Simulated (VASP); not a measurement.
# Au (P6_3/mmc) in VASP: single point with PBE

Aim: the single point of Au with PBE.

Everything below comes from runs of VASP 6.6.1. Logs are shortened: lines on timing, memory, paths and dates and some standing lists are left out, and cuts for length are marked.

### 1 The cell of the first run

The structure is hexagonal, space group P6_3/mmc (No. 194). Conventional cell: a = 2.904 Å, b = 2.904 Å, c = 4.881 Å, α = 90.00°, β = 90.00°, γ = 120.00°. Within 3.8 Å of Au (site symmetry -6m2) lie 12 Au at 2.90 to 2.96 Å.

This isn't the form of Au at room conditions, which is fcc.

### 2 Single point, PBE, non-collinear spin, zero start, spin-orbit coupling (17.82 Å³/atom)

INCAR

```
SYSTEM = Au
  PREC = Accurate
  ENCUT = 520
  EDIFF = 1E-6
  ISMEAR = 0
  SIGMA = 0.05
  LREAL = .False.
  LASPH = .True.
  NELM = 150
  ALGO = Normal
  ISIF = 2
  LWAVE = .False.
  LCHARG = .True.
  MAGMOM = 0 0 0 0 0 0
  LORBIT = 11
  LSORBIT = .True.
  GGA_COMPAT = .False.
  LORBMOM = .True.
  LMAXMIX = 4
  GGA = PE
  LVHAR = .True.
  NBANDS = 34
```

KPOINTS

```
Automatic mesh
0
Gamma
  16 16 10
  0 0 0
```

POSCAR

```
Au
1.0
    2.9038366080      0.0000000000      0.0000000000
   -1.4519183040      2.5147962710      0.0000000000
    0.0000000000      0.0000000000      4.8811437500
Au
2
Direct
    0.3333333333      0.6666666667      0.7500000000
    0.6666666667      0.3333333333      0.2500000000
```

Potentials or basis: VASP PAW PBE potentials, release 64 (Au).

Launch:

```bash
> cat potpaw_PBE.64/Au/POTCAR > POTCAR
> mpirun -np 1 vasp_ncl > vasp.out
```

OUTCAR:

```text
SYSTEM = Au
   PREC = Accurate
   ENCUT = 520
   EDIFF = 1E-6
   ISMEAR = 0
   LREAL = .False.
   LASPH = .True.
   NELM = 150
   ISIF = 2
   LORBIT = 11
   LSORBIT = .True.
   GGA = PE

 ion  position               nearest neighbor table
   1  0.333  0.667  0.750-   2 2.96   2 2.96   2 2.96   2 2.96   2 2.96   2 2.96
   2  0.667  0.333  0.250-   1 2.96   1 2.96   1 2.96   1 2.96   1 2.96   1 2.96

  LATTYP: Found a hexagonal cell.
 ALAT       =     2.9038366080
 C/A-ratio  =     1.6809292012

  Lattice vectors:

 A1 = (   2.9038366080,   0.0000000000,   0.0000000000)
 A2 = (  -1.4519183040,   2.5147962710,   0.0000000000)
 A3 = (   0.0000000000,   0.0000000000,   4.8811437500)

Analysis of symmetry for initial positions (statically):
=====================================================================
 Subroutine PRICEL returns:
 Original cell was already a primitive cell.

 Routine SETGRP: Setting up the symmetry group for a
 hexagonal supercell.

 Subroutine GETGRP returns: Found 24 space group operations
 (whereof 12 operations were pure point group operations)
 out of a pool of 24 trial point group operations.

The static configuration has the point symmetry D_3d.
 The point group associated with its full space group is D_6h.

Analysis of symmetry for dynamics (positions and initial velocities):
=====================================================================
 Subroutine PRICEL returns:
 Original cell was already a primitive cell.

 Routine SETGRP: Setting up the symmetry group for a
 hexagonal supercell.

 Subroutine GETGRP returns: Found 24 space group operations
 (whereof 12 operations were pure point group operations)
 out of a pool of 24 trial point group operations.

The dynamic configuration has the point symmetry D_3d.
 The point group associated with its full space group is D_6h.

Analysis of structural, dynamic, and magnetic symmetry:
=====================================================================
 Subroutine PRICEL returns:
 Original cell was already a primitive cell.

 Routine SETGRP: Setting up the symmetry group for a
 hexagonal supercell.

 Subroutine GETGRP returns: Found 24 space group operations
 (whereof 12 operations were pure point group operations)
 out of a pool of 24 trial point group operations.

The overall configuration has the point symmetry D_3d.
 The point group associated with its full space group is D_6h.

 Subroutine INISYM returns: Found 24 space group operations
 (whereof 12 operations are pure point group operations),
 and found     1 'primitive' translations

----------------------------------------------------------------------------------------

                                     Primitive cell

  volume of cell :      35.6448

  direct lattice vectors                    reciprocal lattice vectors
     2.903836608  0.000000000  0.000000000     0.344371993  0.198823263  0.000000000
    -1.451918304  2.514796271  0.000000000     0.000000000  0.397646526  0.000000000
     0.000000000  0.000000000  4.881143750     0.000000000  0.000000000  0.204870016

  length of vectors
     2.903836608  2.903836608  4.881143750     0.397646526  0.397646526  0.204870016

  position of ions in fractional coordinates (direct lattice)
     0.333333333  0.666666667  0.750000000
     0.666666667  0.333333333  0.250000000

  ion indices of the primitive-cell ions
   primitive index   ion index
                 1           1
                 2           2

----------------------------------------------------------------------------------------

 KPOINTS: Automatic mesh

Automatic generation of k-mesh.
 Grid dimensions read from file:
 generate k-points for:   16   16   10

 Generating k-lattice:
[... 101 lines left out ...]

 number of electron      22.0000000 magnetization      -0.0000000     -0.0000000     -0.0000000

 number of electron      22.0000000 magnetization      -0.0000000      0.0000000     -0.0000000

 number of electron      22.0000000 magnetization       0.0000000      0.0000000      0.0000000

 Free energy of the ion-electron system (eV)
  ---------------------------------------------------
  ext. energy  EPLUGINS =         0.00000000
  ---------------------------------------------------
  free energy    TOTEN  =        -6.99373818 eV

  energy without entropy =       -6.99251740  energy(sigma->0) =       -6.99312779

 E-fermi :   8.7520     XC(G=0): -12.4580

 val. band max:        8.7462059067   @ k =   0.2500   0.2500   0.2000
 cond. band min:       8.7692740271   @ k =   0.4375   0.0625   0.2000
 fundamental gap:      0.0230681205
 Fermi energy:         8.7519782028

 k-point     1 :       0.0000    0.0000    0.0000
  band No.  band energies     occupation
      1      -0.6504      1.00000
      2      -0.6504      1.00000
      3       1.6394      1.00000
      4       1.6394      1.00000
      5       3.6052      1.00000
      6       3.6052      1.00000
[... 877 lines left out ...]
     33      22.5571      0.00000
     34      22.5571      0.00000

 [... further k-points ...]

------------------------ aborting loop because EDIFF is reached ----------------------------------------

  FORCE on cell =-STRESS in cart. coord.  units (eV):
  Direction    XX          YY          ZZ          XY          YZ          ZX
  --------------------------------------------------------------------------------------
  -------------------------------------------------------------------------------------
  Total        0.0520353      0.0520353     -0.0178370      0.0000000     -0.0000000      0.0000000
  in kB        2.3389027      2.3389027     -0.8017460      0.0000000     -0.0000000      0.0000000
  external PRESSURE =       1.2920198 kB  Pullay stress =       0.0000000 kB

 VOLUME and BASIS-vectors are now :
 -----------------------------------------------------------------------------
  energy-cutoff  :      520.00
  volume of cell :       35.64
      direct lattice vectors                 reciprocal lattice vectors
     2.903836608  0.000000000  0.000000000     0.344371993  0.198823263  0.000000000
    -1.451918304  2.514796271  0.000000000     0.000000000  0.397646526  0.000000000
     0.000000000  0.000000000  4.881143750     0.000000000  0.000000000  0.204870016

 POSITION                                       TOTAL-FORCE (eV/Angst)
 -----------------------------------------------------------------------------------
     -0.00000      1.67653      3.66086         0.000000      0.000000      0.000000
      1.45192      0.83827      1.22029        -0.000000     -0.000000     -0.000000
 -----------------------------------------------------------------------------------
    total drift:                                0.000000     -0.000000      0.000000

  FREE ENERGIE OF THE ION-ELECTRON SYSTEM (eV)
  ---------------------------------------------------
  free  energy   TOTEN  =        -6.9937381837 eV

  energy  without entropy=       -6.9925173994  energy(sigma->0) =       -6.99312779

 orbital moment (x)

 # of ion     p       d       tot
 ----------------------------------------
  1        -0.000   0.000   0.000
  2        -0.000  -0.000  -0.000
 ----------------------------------------
           -0.000  -0.000  -0.000

 orbital moment (y)

 # of ion     p       d       tot
 ----------------------------------------
  1         0.000  -0.000  -0.000
  2        -0.000  -0.000  -0.000
 ----------------------------------------
            0.000  -0.000  -0.000

 orbital moment (z)

 # of ion     p       d       tot
 ----------------------------------------
  1         0.000   0.000   0.000
  2         0.000   0.000   0.000
 ----------------------------------------
            0.000   0.000   0.000

 Spin-Orbit-Coupling matrix elements

 Ion:    1  E_soc:     -0.5749672
 l=   1
     0.0000000    -0.0241644    -0.0249786
    -0.0241644     0.0000000    -0.0241644
    -0.0249786    -0.0241644     0.0000000
 l=   2
     0.0000000    -0.0138221     0.0000000    -0.0138221    -0.0582936
    -0.0138221     0.0000000    -0.0436736    -0.0132472    -0.0138221
     0.0000000    -0.0436736     0.0000000    -0.0436736     0.0000000
    -0.0138221    -0.0132472    -0.0436736     0.0000000    -0.0138221
    -0.0582936    -0.0138221     0.0000000    -0.0138221     0.0000000
 l=   3
     0.0000000     0.0000000     0.0000000     0.0000000     0.0000000     0.0000000     0.0000000
     0.0000000     0.0000000     0.0000000     0.0000000     0.0000000     0.0000000     0.0000000
     0.0000000     0.0000000     0.0000000     0.0000000     0.0000000     0.0000000     0.0000000
     0.0000000     0.0000000     0.0000000     0.0000000     0.0000000     0.0000000     0.0000000
     0.0000000     0.0000000     0.0000000     0.0000000     0.0000000     0.0000000     0.0000000
     0.0000000     0.0000000     0.0000000     0.0000000     0.0000000     0.0000000     0.0000000
     0.0000000     0.0000000     0.0000000     0.0000000     0.0000000     0.0000000     0.0000000

 Ion:    2  E_soc:     -0.5749672
 l=   1
     0.0000000    -0.0241644    -0.0249786
    -0.0241644     0.0000000    -0.0241644
    -0.0249786    -0.0241644     0.0000000
 l=   2
     0.0000000    -0.0138221     0.0000000    -0.0138221    -0.0582936
    -0.0138221     0.0000000    -0.0436736    -0.0132472    -0.0138221
     0.0000000    -0.0436736     0.0000000    -0.0436736     0.0000000
    -0.0138221    -0.0132472    -0.0436736     0.0000000    -0.0138221
    -0.0582936    -0.0138221     0.0000000    -0.0138221     0.0000000
 l=   3
     0.0000000     0.0000000     0.0000000     0.0000000     0.0000000     0.0000000     0.0000000
     0.0000000     0.0000000     0.0000000     0.0000000     0.0000000     0.0000000     0.0000000
     0.0000000     0.0000000     0.0000000     0.0000000     0.0000000     0.0000000     0.0000000
     0.0000000     0.0000000     0.0000000     0.0000000     0.0000000     0.0000000     0.0000000
     0.0000000     0.0000000     0.0000000     0.0000000     0.0000000     0.0000000     0.0000000
     0.0000000     0.0000000     0.0000000     0.0000000     0.0000000     0.0000000     0.0000000
     0.0000000     0.0000000     0.0000000     0.0000000     0.0000000     0.0000000     0.0000000

 total charge

# of ion       s       p       d       tot
------------------------------------------
    1        0.530   0.335   8.737   9.603
    2        0.530   0.335   8.737   9.603
--------------------------------------------------
tot          1.060   0.671  17.475  19.205

 magnetization (x)

# of ion       s       p       d       tot
------------------------------------------
    1       -0.000   0.000  -0.000  -0.000
    2       -0.000   0.000  -0.000  -0.000
--------------------------------------------------
tot         -0.000   0.000  -0.000  -0.000

 magnetization (y)

# of ion       s       p       d       tot
------------------------------------------
    1        0.000   0.000   0.000   0.000
    2       -0.000  -0.000   0.000  -0.000
--------------------------------------------------
tot          0.000   0.000   0.000   0.000

 magnetization (z)

# of ion       s       p       d       tot
------------------------------------------
    1        0.000   0.000   0.000   0.000
    2        0.000   0.000   0.000   0.000
--------------------------------------------------
tot          0.000   0.000   0.000   0.000
```

Wall time 3.8 min (1 thread of AMD EPYC 9R45 (Zen 5), shared host); peak memory 0.41 GiB.

Results:

| Property | Result |
| --- | --- |
| Free energy | -6.9937 eV |
| Pressure | 0.1 GPa |
| Net moment | 0.00 μB per cell |
| Valence electrons inside the program's atomic spheres | Au 9.60 |

Moments on the atoms (μB; x, y, z):
```
Au  0.00 0.00 0.00
Au  0.00 0.00 0.00
```
